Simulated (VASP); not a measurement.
**Ca: single point with PBE**

The system is Ca.

```
CELL_PARAMETERS angstrom
1.97128 -3.39549 0.00000
1.97128 3.39549 0.00000
0.00000 0.00000 6.50911
ATOMIC_POSITIONS crystal
Ca 0.83559 0.16441 0.25000
Ca 0.16441 0.83559 0.75000
```

| Quantity | Value |
| --- | --- |
| Program | VASP 6.6.1 |
| Task | single point |
| Functional | PBE |
| Potentials or basis | VASP PAW PBE potentials, release 64 (Ca_sv) |
| Cutoff | 520 eV |
| k mesh | 12 × 12 × 6 |
| Occupations | gaussian, width 0.1 eV |
| Spin | no spin polarisation |
| Dipole correction | no |
| Further INCAR settings | ALGO = Fast; EDIFF = 1e-06; NBANDS = 17 |

```json
{
  "Pressure": "-0.5 GPa",
  "Largest force": "0.016 eV/Å",
  "Band gap on the k mesh": "zero (band 10 reaches 2.16 eV, above the bottom of band 11 at 1.60 eV)"
}
```

Forces on the atoms (eV/Å):
```
Ca   0.000  0.016  0.000
Ca   0.000 -0.016  0.000
```

Stress tensor (GPa, compression positive):
```
-0.51  0.00  0.00
 0.00 -0.29  0.00
 0.00  0.00 -0.62
```

Levels at points of the mesh, in eV from the Fermi level:
```tsv
k point	band 7	band 8	band 9	band 10	band 11	band 12	band 13	band 14
(0.00, 0.00, 0.00)	-23.07	-23.06	-4.03	-1.09	-0.30	2.16	2.21	2.25
(0.50, 0.00, 0.00)	-23.09	-23.08	-1.14	-0.71	0.19	0.36	1.31	1.82
(0.50, 0.50, 0.00)	-23.09	-23.08	-1.10	-0.71	0.22	0.37	1.27	1.81
(0.00, 0.00, 0.50)	-23.07	-23.07	-3.06	-3.06	1.31	1.31	2.20	2.20
(0.50, 0.00, 0.50)	-23.09	-23.09	-0.70	-0.70	0.04	0.04	1.40	1.40
(0.50, 0.50, 0.50)	-23.09	-23.09	-0.69	-0.69	0.08	0.08	1.38	1.38
```

It took 5 min on 1 thread of Intel(R) Xeon(R) Platinum 8375C CPU @ 2.90GHz (Ice Lake) (shared host), peak memory 0.35 GiB.
